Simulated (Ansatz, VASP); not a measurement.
**One calculation of NaI, two programs**

INCAR

```
SYSTEM = NaI
PREC     = Accurate       ! precision mode
ENCUT    = 520            ! plane-wave cutoff, eV
EDIFF    = 1E-7           ! SCF threshold, eV
ISMEAR   = 0              ! smearing method
SIGMA    = 0.05           ! smearing width, eV
LREAL    = .FALSE.        ! projectors in reciprocal space
LASPH    = .TRUE.         ! aspherical terms in the spheres
NELM     = 100            ! most SCF steps
ALGO     = Normal         ! electronic algorithm
ISIF     = 2              ! what is computed and relaxed
LWAVE    = .FALSE.        ! write WAVECAR
LCHARG   = .FALSE.        ! write CHGCAR
GGA      = PE             ! functional
NBANDS   = 14             ! bands
```

Contents of KPOINTS:

```
regular mesh
0
G
  6 6 6
  0 0 0
```

Contents of POSCAR:

```
NaI
1.0
    0.0000000000      3.1878540000      3.3334920000
    3.1878540000      0.0000000000      3.3334920000
    3.1878540000      3.1878540000      0.0000000000
Na I
1 1
Direct
    0.0000000000      0.0000000000      0.0000000000
    0.5000000000      0.5000000000      0.5000000000
```

Input for Ansatz:

```yaml
crystal:
  lattice:
    - [0.0, 3.187854, 3.333492]
    - [3.187854, 0.0, 3.333492]
    - [3.187854, 3.187854, 0.0]
  atoms:
    - { symbol: Na, position: [0.0, 0.0, 0.0] }
    - { symbol: I, position: [0.5, 0.5, 0.5] }
basis:
  ecutwfc: 420
kpoints:
  mp_grid: { grid: [6, 6, 6] }
hamiltonian:
  xc: pbe
scf:
  occupations: { method: gaussian, width: 0.05 }
output:
  forces: true
  stress: true
  eigenvalues: true
```

Change from the starting cell: strain -0.015 along x and y, +0.030 along z, atoms carried along.

Alike in both runs: task single point; functional PBE; k mesh 6 × 6 × 6; occupations gaussian, width 0.05 eV; no spin polarisation.

|  | VASP | Ansatz |
| --- | --- | --- |
| version | VASP 6.6.1 | Ansatz 0.2.0 |
| potentials or method | VASP PAW PBE potentials, release 64 (Na_pv, I), cutoff 520 eV | scalar-relativistic, plane waves, PAW |
| valence electrons in the cell | 14 | 26 |

```csv
,VASP,Ansatz,Ansatz less VASP
gap on the k mesh at the Fermi level (eV),3.62,3.62,+0.003
least direct gap on the mesh (eV),3.62,3.62,+0.003
pressure (GPa),0.5,0.5,-0.01
"traceless stress, the component that is largest in VASP (GPa)",-0.71,-0.71,+0.005
```

With one functional, cell and mesh, what is left measures potentials, basis and numerics. VASP's potentials hold 14 valence electrons a cell and Ansatz's 26, so a difference there can come from the potentials and not from the codes.

Spin-orbit coupling is off throughout.
